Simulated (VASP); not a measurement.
Here is a VASP 6.6.1 calculation.

Contents of POSCAR:

```
Al15GaN16
1.0
    6.2595139128      0.0000000578      0.0000000000
   -3.1297570064      5.4208980350      0.0000000000
    0.0000000000      0.0000000000     10.0348065929
Al Ga N
15 1 16
Direct
    0.3347338398      0.1672689879      0.2485687302
    0.3349345994      0.1672524567      0.7507160543
    0.1674125699      0.3348039468      0.9995708558
    0.3353054370      0.6683613951      0.2484337840
    0.1676456899      0.8352245220      0.4999024253
    0.3350759694      0.6688336626      0.7508429435
    0.1671292516      0.8346150846      0.9997802952
    0.8336150360      0.1667212816      0.2483792899
    0.6667827233      0.3343463237      0.4998087816
    0.8334531910      0.1672759320      0.7508365975
    0.6676216864      0.3350576733      0.9997515420
    0.8347026929      0.6673737780      0.2496200084
    0.6681996238      0.8340522807      0.5001184388
    0.8345118888      0.6674721407      0.7497185508
    0.6676844937      0.8344200222      0.9996206546
    0.1662724683      0.3358608407      0.4993696884
    0.3359245066      0.1660419577      0.4377927722
    0.1688635058      0.3331085101      0.1895525809
    0.3332421780      0.1689462028      0.9401865107
    0.1689196517      0.3334759954      0.6950985669
    0.3386238001      0.6780732889      0.4378324777
    0.1685856823      0.8328002466      0.1890927596
    0.3332158174      0.6696598205      0.9403161783
    0.1690268268      0.8332079260      0.6896743587
    0.8243046197      0.1637833535      0.4377899113
    0.6692138450      0.3335270583      0.1890465994
    0.8324205240      0.1687787812      0.9402386042
    0.6688176245      0.3329408315      0.6895828598
    0.8333791463      0.6686348531      0.4397122798
    0.6694882092      0.8325514177      0.1888554361
    0.8330341217      0.6689708534      0.9392620693
    0.6690555433      0.8332723805      0.6899463514
```

Contents of INCAR.step1:

```
PREC = Accurate ; ENCUT = 580
ISMEAR = -1 ; SIGMA = 0.01
LREAL = Auto ; LASPH = T
NELM = 120 ; NBANDS = 91
GGA = PE ; ALGO = Normal
EDIFF = 1E-5 ; LWAVE = T
LCHARG = F ; GGA_COMPAT = F
ISYM = -1
```

File INCAR.step2:

```
PREC = Accurate ; ENCUT = 580
EDIFF = 1E-6 ; ISMEAR = -1
SIGMA = 0.01 ; LREAL = Auto
LASPH = T ; NELM = 120
ALGO = Normal ; ISIF = 2
LWAVE = F ; LCHARG = T
METAGGA = R2SCAN ; LMIXTAU = T
LELF = T ; LVHAR = T
NBANDS = 91 ; ISTART = 1
GGA_COMPAT = F ; ISYM = -1
```

The input KPOINTS:

```
explicit points
1
Reciprocal
  0.25000000   0.25000000   0.25000000 1
```

Potentials or basis: VASP PAW PBE potentials, release 64 (Al, Ga_d, N).

Command:

```bash
$ cat potpaw_PBE.64/Al/POTCAR potpaw_PBE.64/Ga_d/POTCAR potpaw_PBE.64/N/POTCAR > POTCAR
$ cp INCAR.step1 INCAR
$ mpirun -np 1 vasp_std > vasp.out
$ cp INCAR.step2 INCAR
$ mpirun -np 1 vasp_std > vasp.out
```

(1) What does it give for the pressure?

(2) What does it give for the largest force?

Results:

(1) -4.1 GPa.

(2) 0.031 eV/Å.

Caveat: the PAW data sets were made with another functional, which shifts forces and pressure a little.
